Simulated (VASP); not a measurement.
# Yb (Im-3m) in VASP: further runs, part 2 of 2

VASP 6.6.1.

## (5) Single point, LDA, collinear spin, ferromagnetic start

This run uses another cell than the first one, of 40.63 Å³/atom.

File INCAR:

```
SYSTEM = Yb
PREC     = Accurate       ! precision mode
ENCUT    = 520            ! plane-wave cutoff, eV
EDIFF    = 1E-6           ! SCF threshold, eV
ISMEAR   = -1             ! smearing method
SIGMA    = 0.05           ! smearing width, eV
LREAL    = .FALSE.        ! projectors in reciprocal space
LASPH    = .TRUE.         ! aspherical terms in the spheres
NELM     = 150            ! most SCF steps
ALGO     = Normal         ! electronic algorithm
ISIF     = 2              ! what is computed and relaxed
LWAVE    = .FALSE.        ! write WAVECAR
LCHARG   = .FALSE.        ! write CHGCAR
ISPIN    = 2              ! spin polarisation
MAGMOM   = 1              ! initial moments
LORBIT   = 11             ! projections on sites
LMAXMIX  = 6              ! l up to which the mixer works
GGA      = CA             ! functional
NBANDS   = 22             ! bands
```

File KPOINTS:

```
regular mesh
0
G
  9 9 9
  0 0 0
```

File POSCAR:

```
Yb
1.0
   -2.1657316470      2.1657316470      2.1657316470
    2.1657316470     -2.1657316470      2.1657316470
    2.1657316470      2.1657316470     -2.1657316470
Yb
1
Direct
    0.0000000000      0.0000000000      0.0000000000
```

Potentials or basis: VASP PAW PBE potentials, release 64 (Yb).

Launch:

```
> cat potpaw_PBE.64/Yb/POTCAR > POTCAR
> mpirun -np 1 vasp_std > vasp.out
```

OUTCAR:

```text
SYSTEM = Yb
   PREC = Accurate
   ENCUT = 520
   EDIFF = 1E-6
   ISMEAR = -1
   LREAL = .FALSE.
   LASPH = .TRUE.
   NELM = 150
   ISIF = 2
   ISPIN = 2
   LORBIT = 11
   GGA = CA

 ion  position               nearest neighbor table
   1  0.000  0.000  0.000-

  LATTYP: Found a body centered cubic cell.
 ALAT       =     4.3314632940

  Lattice vectors:

 A1 = (  -2.1657316470,   2.1657316470,   2.1657316470)
 A2 = (   2.1657316470,  -2.1657316470,   2.1657316470)
 A3 = (   2.1657316470,   2.1657316470,  -2.1657316470)

Analysis of symmetry for initial positions (statically):
=====================================================================
 Subroutine PRICEL returns:
 Original cell was already a primitive cell.

 Routine SETGRP: Setting up the symmetry group for a
 body centered cubic supercell.

 Subroutine GETGRP returns: Found 48 space group operations
 (whereof 48 operations were pure point group operations)
 out of a pool of 48 trial point group operations.

The static configuration has the point symmetry O_h .

Analysis of symmetry for dynamics (positions and initial velocities):
[... 787 lines left out ...]
 k-point     1 :       0.0000    0.0000    0.0000
  band No.  band energies     occupation
      1     -50.6018      1.00000
      2     -23.0369      1.00000
      3     -23.0369      1.00000
      4     -23.0369      1.00000
      5      -3.9324      1.00000
      6       0.5079      0.99981
[... 589 lines left out ...]
     21      14.3687      0.00000
     22      15.6830      0.00000

 [... further k-points ...]

------------------------ aborting loop because EDIFF is reached ----------------------------------------

  FORCE on cell =-STRESS in cart. coord.  units (eV):
  Direction    XX          YY          ZZ          XY          YZ          ZX
  --------------------------------------------------------------------------------------
  -------------------------------------------------------------------------------------
  Total       -1.4017538     -1.4017538     -1.4017538      0.0000000      0.0000000      0.0000000
  in kB      -55.2724114    -55.2724114    -55.2724114      0.0000000      0.0000000      0.0000000
  external PRESSURE =     -55.2724114 kB  Pullay stress =       0.0000000 kB

 VOLUME and BASIS-vectors are now :
 -----------------------------------------------------------------------------
  energy-cutoff  :      520.00
  volume of cell :       40.63
      direct lattice vectors                 reciprocal lattice vectors
    -2.165731647  2.165731647  2.165731647     0.000000000  0.230868862  0.230868862
     2.165731647 -2.165731647  2.165731647     0.230868862  0.000000000  0.230868862
     2.165731647  2.165731647 -2.165731647     0.230868862  0.230868862  0.000000000

 POSITION                                       TOTAL-FORCE (eV/Angst)
 -----------------------------------------------------------------------------------
      0.00000      0.00000      0.00000         0.000000      0.000000      0.000000
 -----------------------------------------------------------------------------------
    total drift:                                0.000000      0.000000      0.000000

  FREE ENERGIE OF THE ION-ELECTRON SYSTEM (eV)
  ---------------------------------------------------
  free  energy   TOTEN  =        -3.9756029504 eV

  energy  without entropy=       -3.9627089735  energy(sigma->0) =       -3.96915596

 total charge

# of ion       s       p       d       f       tot
--------------------------------------------------
    1        2.219   5.930   0.219  13.655  22.023

 magnetization (x)

# of ion       s       p       d       f       tot
--------------------------------------------------
    1        0.000  -0.000  -0.000   0.000   0.000
```

OSZICAR:

```text
N       E                     dE             d eps       ncg     rms          rms(c)
DAV:   1     0.130206380770E+03    0.13021E+03   -0.78397E+03  4394   0.705E+03
DAV:   2     0.131347006489E+02   -0.11707E+03   -0.11140E+03  4294   0.721E+02
DAV:   3    -0.111445598413E+01   -0.14249E+02   -0.14023E+02  4360   0.105E+02
DAV:   4    -0.373822093891E+01   -0.26238E+01   -0.26060E+01  5886   0.317E+01
[... 12 lines left out ...]
DAV: 132    -0.397549352935E+01   -0.42228E-04   -0.33359E-04  5090   0.510E-01    0.169E-01
DAV: 133    -0.397559263406E+01   -0.99105E-04   -0.61279E-05  5710   0.162E-01    0.146E-01
DAV: 134    -0.397561661560E+01   -0.23982E-04   -0.50496E-05  5046   0.202E-01    0.659E-02
DAV: 135    -0.397560249729E+01    0.14118E-04   -0.37228E-05  4950   0.186E-01    0.167E-02
DAV: 136    -0.397560295043E+01   -0.45314E-06   -0.21261E-06  3570   0.611E-02
   1 F= -.39756030E+01 E0= -.39691560E+01  d E =-.128940E-01  mag=    -0.0001
```

It took 10 min on 1 thread of Oxide Virtual Turin-like, shared host; peak memory 0.17 GiB.

Results:

| Item | Value |
| --- | --- |
| Free energy | -3.9756 eV |
| Pressure | -5.5 GPa |
| Band gap on the k mesh | zero (filled and empty bands overlap) |
| Net moment | 0.00 μB per cell |
| Valence electrons inside the program's atomic spheres | Yb 22.02 |

Caveat: the cell stands under tension; the PAW data sets were made with another functional, which shifts forces and pressure a little; spin-orbit coupling is left out, which moves the levels of the heavy elements. The state reached can hang on the start; a lower one may exist.

## (6) Single point, LDA, collinear spin, ferromagnetic start

This run uses another cell than the first one, of 41.43 Å³/atom.

File INCAR:

```
ALGO     = Normal         # electronic algorithm
EDIFF    = 1E-6           # SCF threshold, eV
ENCUT    = 520            # plane-wave cutoff, eV
GGA      = CA             # functional
ISIF     = 2              # what is computed and relaxed
ISMEAR   = -1             # smearing method
ISPIN    = 2              # spin polarisation
LASPH    = T              # aspherical terms in the spheres
LCHARG   = F              # write CHGCAR
LMAXMIX  = 6              # l up to which the mixer works
LORBIT   = 11             # projections on sites
LREAL    = F              # projectors in reciprocal space
LWAVE    = F              # write WAVECAR
MAGMOM   = 1              # initial moments
NBANDS   = 22             # bands
NELM     = 150            # most SCF steps
PREC     = Accurate       # precision mode
SIGMA    = 0.05           # smearing width, eV
```

File KPOINTS:

```
k-points
0
Gamma
  9 9 9
```

File POSCAR:

```
Yb
1.0
   -2.1797952336      2.1797952336      2.1797952336
    2.1797952336     -2.1797952336      2.1797952336
    2.1797952336      2.1797952336     -2.1797952336
Yb
1
Direct
    0.0000000000      0.0000000000      0.0000000000
```

Potentials or basis: VASP PAW PBE potentials, release 64 (Yb).

Launch:

```
> cat potpaw_PBE.64/Yb/POTCAR > POTCAR
> mpirun -np 1 vasp_std > vasp.out
```

OUTCAR:

```text
EDIFF = 1E-6
   ENCUT = 520
   GGA = CA
   ISIF = 2
   ISMEAR = -1
   ISPIN = 2
   LASPH = T
   LORBIT = 11
   LREAL = F
   NELM = 150
   PREC = Accurate

 ion  position               nearest neighbor table
   1  0.000  0.000  0.000-

  LATTYP: Found a body centered cubic cell.
 ALAT       =     4.3595904672

  Lattice vectors:

 A1 = (  -2.1797952336,   2.1797952336,   2.1797952336)
 A2 = (   2.1797952336,  -2.1797952336,   2.1797952336)
 A3 = (   2.1797952336,   2.1797952336,  -2.1797952336)

Analysis of symmetry for initial positions (statically):
=====================================================================
 Subroutine PRICEL returns:
 Original cell was already a primitive cell.

 Routine SETGRP: Setting up the symmetry group for a
 body centered cubic supercell.

 Subroutine GETGRP returns: Found 48 space group operations
 (whereof 48 operations were pure point group operations)
 out of a pool of 48 trial point group operations.

The static configuration has the point symmetry O_h .

Analysis of symmetry for dynamics (positions and initial velocities):
=====================================================================
 Subroutine PRICEL returns:
 Original cell was already a primitive cell.

 Routine SETGRP: Setting up the symmetry group for a
 body centered cubic supercell.

 Subroutine GETGRP returns: Found 48 space group operations
 (whereof 48 operations were pure point group operations)
 out of a pool of 48 trial point group operations.

The dynamic configuration has the point symmetry O_h .

Analysis of structural, dynamic, and magnetic symmetry:
=====================================================================
 Subroutine PRICEL returns:
 Original cell was already a primitive cell.

 Routine SETGRP: Setting up the symmetry group for a
 body centered cubic supercell.

 Subroutine GETGRP returns: Found 48 space group operations
 (whereof 48 operations were pure point group operations)
 out of a pool of 48 trial point group operations.

The overall configuration has the point symmetry O_h .

[... 130 lines left out ...]
 maximum number of plane-waves:      1136
   NGX = 13   NGY = 13   NGZ = 13

 number of electron      23.9999985 magnetization       0.0028681

 number of electron      23.9999985 magnetization      -0.0003282

 Free energy of the ion-electron system (eV)
  ---------------------------------------------------
  ext. energy  EPLUGINS =         0.00000000
  ---------------------------------------------------
  free energy    TOTEN  =        -3.95090759 eV

  energy without entropy =       -3.93778612  energy(sigma->0) =       -3.94434686

 E-fermi :   0.8891     XC(G=0):  -9.1321

 val. band max:        0.8684717269   @ k =  -0.4444  -0.4444   0.2222
 cond. band min:       0.9234048210   @ k =  -0.4444  -0.4444   0.2222
 fundamental gap:      0.0549330940
 Fermi energy:         0.8890998135

 spin component 1

 k-point     1 :       0.0000    0.0000    0.0000
  band No.  band energies     occupation
      1     -50.6672      1.00000
      2     -23.1123      1.00000
      3     -23.1123      1.00000
      4     -23.1123      1.00000
      5      -3.9437      1.00000
      6       0.4646      0.99979
[... 589 lines left out ...]
     21      14.1512      0.00000
     22      15.4117      0.00000

 [... further k-points ...]

 spin component 2

 k-point     1 :       0.0000    0.0000    0.0000
  band No.  band energies     occupation
      1     -50.6673      1.00000
      2     -23.1124      1.00000
      3     -23.1124      1.00000
      4     -23.1124      1.00000
      5      -3.9435      1.00000
      6       0.4643      0.99980
[... 589 lines left out ...]
     21      14.1513      0.00000
     22      15.4118      0.00000

 [... further k-points ...]

------------------------ aborting loop because EDIFF is reached ----------------------------------------

  FORCE on cell =-STRESS in cart. coord.  units (eV):
  Direction    XX          YY          ZZ          XY          YZ          ZX
  --------------------------------------------------------------------------------------
  -------------------------------------------------------------------------------------
  Total       -0.9182196     -0.9182196     -0.9182196     -0.0000000     -0.0000000      0.0000000
  in kB      -35.5099505    -35.5099505    -35.5099505     -0.0000000     -0.0000000      0.0000000
  external PRESSURE =     -35.5099505 kB  Pullay stress =       0.0000000 kB

 VOLUME and BASIS-vectors are now :
 -----------------------------------------------------------------------------
  energy-cutoff  :      520.00
  volume of cell :       41.43
      direct lattice vectors                 reciprocal lattice vectors
    -2.179795234  2.179795234  2.179795234     0.000000000  0.229379344  0.229379344
     2.179795234 -2.179795234  2.179795234     0.229379344  0.000000000  0.229379344
     2.179795234  2.179795234 -2.179795234     0.229379344  0.229379344  0.000000000

 POSITION                                       TOTAL-FORCE (eV/Angst)
 -----------------------------------------------------------------------------------
      0.00000      0.00000      0.00000         0.000000     -0.000000      0.000000
 -----------------------------------------------------------------------------------
    total drift:                                0.000000      0.000000      0.000000

  FREE ENERGIE OF THE ION-ELECTRON SYSTEM (eV)
  ---------------------------------------------------
  free  energy   TOTEN  =        -3.9509075921 eV

  energy  without entropy=       -3.9377861201  energy(sigma->0) =       -3.94434686

 total charge

# of ion       s       p       d       f       tot
--------------------------------------------------
    1        2.218   5.929   0.212  13.658  22.017

 magnetization (x)

# of ion       s       p       d       f       tot
--------------------------------------------------
    1        0.000  -0.000   0.000  -0.000  -0.000
```

OSZICAR:

```text
N       E                     dE             d eps       ncg     rms          rms(c)
DAV:   1     0.128828813195E+03    0.12883E+03   -0.79319E+03  4422   0.710E+03
DAV:   2     0.123918565114E+02   -0.11644E+03   -0.11127E+03  4388   0.711E+02
DAV:   3    -0.128881497172E+01   -0.13681E+02   -0.13489E+02  4326   0.101E+02
DAV:   4    -0.383605109500E+01   -0.25472E+01   -0.25302E+01  5836   0.301E+01
[... 12 lines left out ...]
DAV: 106    -0.395087014563E+01    0.48791E-05   -0.24813E-05  5914   0.129E-01    0.101E-01
DAV: 107    -0.395088386959E+01   -0.13724E-04   -0.53396E-06  4144   0.564E-02    0.781E-02
DAV: 108    -0.395089388447E+01   -0.10015E-04   -0.52429E-06  3170   0.724E-02    0.599E-02
DAV: 109    -0.395090826830E+01   -0.14384E-04   -0.86264E-06  3180   0.686E-02    0.435E-02
DAV: 110    -0.395090759206E+01    0.67624E-06   -0.38783E-06  3352   0.515E-02
   1 F= -.39509076E+01 E0= -.39443469E+01  d E =-.131215E-01  mag=    -0.0008
```

stdout:

```text
POSCAR found type information on POSCAR Yb
 POSCAR found :  1 types and       1 ions
 scaLAPACK will be used
 -----------------------------------------------------------------------------
|                                                                             |
|                                                                             |
|     You enforced a specific xc type in the INCAR file but a different       |
|     I HOPE YOU KNOW WHAT YOU ARE DOING!                                     |
|                                                                             |
 -----------------------------------------------------------------------------

 LDA part: xc-table for (Slater(with rela. corr.)+CA(PZ))
 , standard interpolation
 POSCAR, INCAR and KPOINTS ok, starting setup
 FFT: planning ... GRIDC
 FFT: planning ... GRID_SOFT
 FFT: planning ... GRID
 WAVECAR not read
 entering main loop
```

Wall time 7.1 min (1 thread of Oxide Virtual Turin-like, shared host); peak memory 0.16 GiB.

What came out:

```
Free energy                                           : -3.9509 eV
Pressure                                              : -3.6 GPa
Band gap on the k mesh                                : zero (filled and empty bands overlap)
Net moment                                            : 0.00 μB per cell
Valence electrons inside the program's atomic spheres : Yb 22.02
```

Levels at points of the mesh, in eV from the Fermi level:
Spin up:
| k point | band 8 | band 9 | band 10 | band 11 | band 12 | band 13 | band 14 | band 15 | band 16 | band 17 |
| --- | --- | --- | --- | --- | --- | --- | --- | --- | --- | --- |
| (0.00, 0.00, 0.00) | -0.42 | -0.32 | -0.32 | -0.32 | -0.30 | 2.61 | 2.61 | 2.61 | 4.30 | 4.30 |
Spin down:
| k point | band 8 | band 9 | band 10 | band 11 | band 12 | band 13 | band 14 | band 15 | band 16 | band 17 |
| --- | --- | --- | --- | --- | --- | --- | --- | --- | --- | --- |
| (0.00, 0.00, 0.00) | -0.42 | -0.32 | -0.32 | -0.32 | -0.30 | 2.61 | 2.61 | 2.61 | 4.30 | 4.30 |

Caveat: the cell stands under tension; the PAW data sets were made with another functional, which shifts forces and pressure a little; spin-orbit coupling is left out, which moves the levels of the heavy elements.

## (7) The runs side by side

| cell | gap on the mesh (eV) | pressure (GPa) | moment (μB) |
| --- | --- | --- | --- |
| a = 3.676 Å, angles 109.5°, 1 atom | none | -4.2 | 0.00 |
| a = 3.701 Å, angles 109.5°, 1 atom | none | -4.0 | 0.00 |
| a = 3.726 Å, angles 109.5°, 1 atom | none | -3.7 | 0.00 |
| a = 3.751 Å, angles 109.5°, 1 atom | none | -5.5 | 0.00 |
| a = 3.776 Å, angles 109.5°, 1 atom | none | -3.6 | 0.00 |

Alike in all rows: task single point; level LDA; potentials or basis VASP PAW PBE potentials, release 64 (Yb); spin collinear, ferromagnetic start; k mesh 9 × 9 × 9; cutoff (eV) 520; smearing fermi-dirac 0.05 eV.

Caveats: the cell stands under tension; the PAW data sets were made with another functional, which shifts forces and pressure a little; spin-orbit coupling is left out, which moves the levels of the heavy elements.

Absolute energies hang on the potentials; compare differences alone.

The gap in the log of VASP goes by the Fermi energy; the results here count the filled bands.